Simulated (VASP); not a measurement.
# SrVO3 (Pm-3m) in VASP: a series of runs, part 2 of 3

VASP 6.6.1. Earlier steps stand in the parts before.

## (3) Single point, PBE (11.25 Å³/atom)

This run uses another cell than the first one, of 11.25 Å³/atom.

The input, INCAR:

```
SYSTEM = SrVO3
  PREC = Accurate
  ENCUT = 520
  EDIFF = 1E-6
  ISMEAR = 0
  SIGMA = 0.05
  LREAL = .FALSE.
  LASPH = .TRUE.
  NELM = 80
  ALGO = Normal
  ISIF = 2
  LWAVE = .FALSE.
  LCHARG = .FALSE.
  GGA = PE
  NBANDS = 28
```

The input, KPOINTS:

```
regular mesh
0
G
  8 8 8
  0 0 0
```

The input, POSCAR:

```
SrVO3
1.0
    3.8319541596      0.0000000000      0.0000000000
    0.0000000000      3.8319541596      0.0000000000
    0.0000000000      0.0000000000      3.8319541596
Sr V O
1 1 3
Direct
    0.5000000000      0.5000000000      0.5000000000
    0.0000000000      0.0000000000      0.0000000000
    0.5000000000      0.0000000000      0.0000000000
    0.0000000000      0.5000000000      0.0000000000
    0.0000000000      0.0000000000      0.5000000000
```

Potentials or basis: VASP PAW PBE potentials, release 64 (Sr_sv, V_sv, O).

The run is started by

```
$ cat potpaw_PBE.64/Sr_sv/POTCAR potpaw_PBE.64/V_sv/POTCAR potpaw_PBE.64/O/POTCAR > POTCAR
$ mpirun -np 1 vasp_std > vasp.out
```

OUTCAR:

```text
SYSTEM = SrVO3
   PREC = Accurate
   ENCUT = 520
   EDIFF = 1E-6
   ISMEAR = 0
   LREAL = .FALSE.
   LASPH = .TRUE.
   NELM = 80
   ISIF = 2
   GGA = PE

 ion  position               nearest neighbor table
   1  0.500  0.500  0.500-   3 2.71   4 2.71   5 2.71   3 2.71   4 2.71   3 2.71   5 2.71   3 2.71
                             4 2.71   5 2.71   4 2.71   5 2.71   2 3.32   2 3.32   2 3.32   2 3.32
   2  0.000  0.000  0.000-   3 1.92   4 1.92   5 1.92   5 1.92   4 1.92   3 1.92   1 3.32   1 3.32
                             1 3.32   1 3.32   1 3.32   1 3.32   1 3.32   1 3.32
   3  0.500  0.000  0.000-   2 1.92   2 1.92   1 2.71   1 2.71   1 2.71   1 2.71
   4  0.000  0.500  0.000-   2 1.92   2 1.92   1 2.71   1 2.71   1 2.71   1 2.71
   5  0.000  0.000  0.500-   2 1.92   2 1.92   1 2.71   1 2.71   1 2.71   1 2.71

  LATTYP: Found a simple cubic cell.
 ALAT       =     3.8319541596

  Lattice vectors:

 A1 = (   3.8319541596,   0.0000000000,   0.0000000000)
 A2 = (   0.0000000000,   3.8319541596,   0.0000000000)
 A3 = (   0.0000000000,   0.0000000000,   3.8319541596)

Analysis of symmetry for initial positions (statically):
=====================================================================
 Subroutine PRICEL returns:
 Original cell was already a primitive cell.

 Routine SETGRP: Setting up the symmetry group for a
 simple cubic supercell.

 Subroutine GETGRP returns: Found 48 space group operations
 (whereof 48 operations were pure point group operations)
 out of a pool of 48 trial point group operations.

The static configuration has the point symmetry O_h .

Analysis of symmetry for dynamics (positions and initial velocities):
=====================================================================
 Subroutine PRICEL returns:
 Original cell was already a primitive cell.

 Routine SETGRP: Setting up the symmetry group for a
 simple cubic supercell.

 Subroutine GETGRP returns: Found 48 space group operations
 (whereof 48 operations were pure point group operations)
 out of a pool of 48 trial point group operations.

The dynamic configuration has the point symmetry O_h .

 Subroutine INISYM returns: Found 48 space group operations
 (whereof 48 operations are pure point group operations),
 and found     1 'primitive' translations

----------------------------------------------------------------------------------------

                                     Primitive cell

  volume of cell :      56.2679

  direct lattice vectors                    reciprocal lattice vectors
     3.831954160  0.000000000  0.000000000     0.260963456  0.000000000  0.000000000
     0.000000000  3.831954160  0.000000000     0.000000000  0.260963456  0.000000000
     0.000000000  0.000000000  3.831954160     0.000000000  0.000000000  0.260963456

  length of vectors
     3.831954160  3.831954160  3.831954160     0.260963456  0.260963456  0.260963456

  position of ions in fractional coordinates (direct lattice)
     0.500000000  0.500000000  0.500000000
     0.000000000  0.000000000  0.000000000
     0.500000000  0.000000000  0.000000000
     0.000000000  0.500000000  0.000000000
     0.000000000  0.000000000  0.500000000

  ion indices of the primitive-cell ions
   primitive index   ion index
[... 29 lines left out ...]

 Found     35 irreducible k-points:

 Following reciprocal coordinates:
            Coordinates               Weight
  0.000000  0.000000  0.000000      1.000000
  0.125000  0.000000  0.000000      6.000000
  0.250000  0.000000  0.000000      6.000000
  0.375000  0.000000  0.000000      6.000000
  0.500000  0.000000  0.000000      3.000000
  0.125000  0.125000  0.000000     12.000000
[... 16 lines left out ...]
  0.375000  0.375000  0.125000     24.000000
  0.500000  0.375000  0.125000     24.000000
 [... further k-points ...]
   k-points           NKPTS =     35   k-points in BZ     NKDIM =     35   number of bands    NBANDS=     28
   number of dos      NEDOS =    301   number of ions     NIONS =      5
   total plane-waves  NPLWV =  21952
   dimension x,y,z NGX =    28 NGY =   28 NGZ =   28
   dimension x,y,z NGXF=    56 NGYF=   56 NGZF=   56
   ions per type =               1   1   3
   NGX,Y,Z   is equivalent  to a cutoff of  12.15, 12.15, 12.15 a.u.
   NGXF,Y,Z  is equivalent  to a cutoff of  24.30, 24.30, 24.30 a.u.
 SYSTEM =  SrVO3
   PREC   = accura    normal or accurate (medium, high low for compatibility)
   ISTART =      0    job   : 0-new  1-cont  2-samecut
   ICHARG =      2    charge: 1-file 2-atom 10-const
   ISPIN  =      1    spin polarized calculation?
   LNONCOLLINEAR =      F non collinear calculations
   LSORBIT =      F    spin-orbit coupling
   LASPH  =      T    aspherical Exc in radial PAW
   ENCUT  =  520.0 eV  38.22 Ry    6.18 a.u.   7.12  7.12  7.12*2*pi/ulx,y,z
   NELM   =     80;   NELMIN=  2; NELMDL= -5     # of ELM steps
   EDIFF  = 0.1E-05   stopping-criterion for ELM
   LREAL  =      F    real-space projection
   EDIFFG = 0.1E-04   stopping-criterion for IOM
   NSW    =      0    number of steps for IOM
   IBRION =     -1    ionic relax: 0-MD 1-quasi-New 2-CG
   NFREE  =      0    steps in history (QN), initial steepest desc. (CG)
   ISIF   =      2    stress and relaxation
   ISYM   =      2    0-nonsym 1-usesym 2-fastsym
   POTIM  = 0.5000    time-step for ionic-motion
   TEBEG  =    0.0;   TEEND  =   0.0 temperature during run
   PSTRESS=    0.0 pullay stress
   NELECT =      41.0000    total number of electrons
   NUPDOWN=      -1.0000    fix difference up-down
   EMIN   =  10.00;   EMAX   =-10.00  energy-range for DOS
   EFERMI =   0.00;   METHOD = LEGACY
   ISMEAR =     0;   SIGMA  =   0.05  broadening in eV -4-tet -1-fermi 0-gaus
   EFERMI_NEDOS =   21; number of points for ismear=-14 and -15
   IALGO  =     38    algorithm
   IMIX   =      4    mixing-type and parameters
     AMIX     =   0.40;   BMIX     =  1.00
     AMIX_MAG =   1.60;   BMIX_MAG =  1.00
  volume/ion in A,a.u.               =      11.25        75.94
  Fermi-wavevector in a.u.,A,eV,Ry     =   1.473157  2.783864 29.527264  2.170193
  Thomas-Fermi vector in A             =   2.588085
   LORBIT       =      0    0 simple, 1 ext, 2 COOP (PROOUT), +10 PAW based schemes
   GGA     = PE    functional components
   LHFCALC =     F    Hartree Fock is set to
   AEXX    =    0.0000 exact exchange contribution
   IVDW    =     0    specifies the selected vdW correction
   LEPSILON=     F    determine dielectric tensor
   LRPA    =     F    only Hartree local field effects (RPA)
 non-spin polarized calculation
 Gauss-broadening in eV      SIGMA  =   0.05
  energy-cutoff  :      520.00
  volume of cell :       56.27
 maximum number of plane-waves:      1568
   NGX = 15   NGY = 15   NGZ = 15

 number of electron      40.9999978 magnetization

 Free energy of the ion-electron system (eV)
  ---------------------------------------------------
  ext. energy  EPLUGINS =         0.00000000
  ---------------------------------------------------
  free energy    TOTEN  =       -39.25499163 eV

  energy without entropy =      -39.24995008  energy(sigma->0) =      -39.25247086

 E-fermi :   6.5404     XC(G=0): -11.6130

 val. band max:        6.4836497584   @ k =   0.2500   0.2500   0.0000
 cond. band min:       6.5475568681   @ k =   0.2500   0.0000   0.0000
 fundamental gap:      0.0639071097
 Fermi energy:         6.5403620703

 k-point     1 :       0.0000    0.0000    0.0000
  band No.  band energies     occupation
      1     -59.4712      2.00000
      2     -33.3105      2.00000
      3     -33.3105      2.00000
      4     -33.3105      2.00000
      5     -28.1779      2.00000
      6     -13.4361      2.00000
[... 733 lines left out ...]
     27      12.9164      0.00000
     28      13.4950      0.00000

 [... further k-points ...]

------------------------ aborting loop because EDIFF is reached ----------------------------------------

  FORCE on cell =-STRESS in cart. coord.  units (eV):
  Direction    XX          YY          ZZ          XY          YZ          ZX
  --------------------------------------------------------------------------------------
  -------------------------------------------------------------------------------------
  Total        1.6700558      1.6700558      1.6700558      0.0000000     -0.0000000      0.0000000
  in kB       47.5532993     47.5532993     47.5532993      0.0000000     -0.0000000      0.0000000
  external PRESSURE =      47.5532993 kB  Pullay stress =       0.0000000 kB

 VOLUME and BASIS-vectors are now :
 -----------------------------------------------------------------------------
  energy-cutoff  :      520.00
  volume of cell :       56.27
      direct lattice vectors                 reciprocal lattice vectors
     3.831954160  0.000000000  0.000000000     0.260963456  0.000000000  0.000000000
     0.000000000  3.831954160  0.000000000     0.000000000  0.260963456  0.000000000
     0.000000000  0.000000000  3.831954160     0.000000000  0.000000000  0.260963456

 POSITION                                       TOTAL-FORCE (eV/Angst)
 -----------------------------------------------------------------------------------
      1.91598      1.91598      1.91598         0.000000      0.000000      0.000000
      0.00000      0.00000      0.00000         0.000000      0.000000      0.000000
      1.91598      0.00000      0.00000         0.000000      0.000000      0.000000
      0.00000      1.91598      0.00000         0.000000      0.000000      0.000000
      0.00000      0.00000      1.91598         0.000000      0.000000      0.000000
 -----------------------------------------------------------------------------------
    total drift:                               -0.000000      0.000000     -0.000000

  FREE ENERGIE OF THE ION-ELECTRON SYSTEM (eV)
  ---------------------------------------------------
  free  energy   TOTEN  =       -39.2549916326 eV

  energy  without entropy=      -39.2499500824  energy(sigma->0) =      -39.25247086
```

It took 40 s on 1 thread of Intel Xeon Platinum 8488C (Sapphire Rapids), shared host; peak memory 0.19 GiB.

What came out:

```
Free energy            : -39.2550 eV
Pressure               : 4.8 GPa
Band gap on the k mesh : zero (an odd number of electrons rules out a gap without spin polarisation)
```

Levels at points of the mesh, in eV from the Fermi level:
```
           k point  band 17  band 18  band 19  band 20  band 21  band 22  band 23  band 24
(0.00, 0.00, 0.00)    -3.44    -2.59    -2.59    -2.59    -1.12    -1.12    -1.12     1.15
(0.50, 0.00, 0.00)    -4.76    -4.32    -3.04    -3.04    -0.99     0.83     0.83     1.17
(0.50, 0.50, 0.00)    -4.29    -3.81    -3.81    -2.31     0.81     0.81     1.17     2.20
(0.50, 0.50, 0.50)    -6.11    -2.21    -2.21    -2.21     1.40     1.40     1.40     5.07
```

Caveat: the cell stands under pressure; an odd number of electrons without spin polarisation forces a metal; a magnetic or distorted state may lie lower; the run has no spin polarisation, though such a crystal can be magnetic; semilocal functionals often make such compounds metallic where correlation or magnetic order opens a gap, which also shifts bond lengths.

[end of part 2 of 3]
